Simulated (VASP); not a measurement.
Set up this calculation in VASP 6.6.1, as the native input.

* Task: single point
* Functional: LDA
* Potentials or basis: VASP PAW LDA potentials, release 64 (V_sv, H)
* Cutoff: 520 eV
* k mesh: 15 × 15 × 15
* Occupations: fermi-dirac, width 0.05 eV
* Spin: collinear spin, ferromagnetic start
* Starting moments: [1.5, 0.0, 0.0] μB
* Dipole correction: no
* Further INCAR settings: ALGO = Normal; EDIFF = 1e-06; NBANDS = 18

The structure of VH2 lies in POSCAR:

```
VH2
1.0
    0.0000000000      2.1355000000      2.1355000000
    2.1355000000      0.0000000000      2.1355000000
    2.1355000000      2.1355000000      0.0000000000
V H
1 2
Direct
    0.0000000000      0.0000000000      0.0000000000
    0.2500000000      0.2500000000      0.2500000000
    0.7500000000      0.7500000000      0.7500000000
```

One way to write it, as run:

INCAR

```
PREC     = Accurate       # precision mode
ENCUT    = 520            # plane-wave cutoff, eV
EDIFF    = 1E-6           # SCF threshold, eV
ISMEAR   = -1             # smearing method
SIGMA    = 0.05           # smearing width, eV
LREAL    = F              # projectors in reciprocal space
LASPH    = T              # aspherical terms in the spheres
NELM     = 150            # most SCF steps
ALGO     = Normal         # electronic algorithm
ISIF     = 2              # what is computed and relaxed
LWAVE    = F              # write WAVECAR
LCHARG   = F              # write CHGCAR
ISPIN    = 2              # spin polarisation
MAGMOM   = 1.5 0 0        # initial moments
LORBIT   = 11             # projections on sites
LMAXMIX  = 4              # l up to which the mixer works
NBANDS   = 18             # bands
```

KPOINTS

```
Automatic mesh
0
Gamma
  15 15 15
```

Potentials or basis: VASP PAW LDA potentials, release 64 (V_sv, H).

Run with:

```bash
$ cat potpaw_LDA.64/V_sv/POTCAR potpaw_LDA.64/H/POTCAR > POTCAR
$ mpirun -np 1 vasp_std > vasp.out
```

It gave:

- Pressure: -15.9 GPa
- Net moment: 0.00 μB per cell
- Valence electrons inside the program's atomic spheres: V 11.61; H 0.58

Caveat: the cell stands under tension.

It took 96 s on 1 thread of Intel Xeon 8259CL (shared host), peak memory 0.18 GiB.
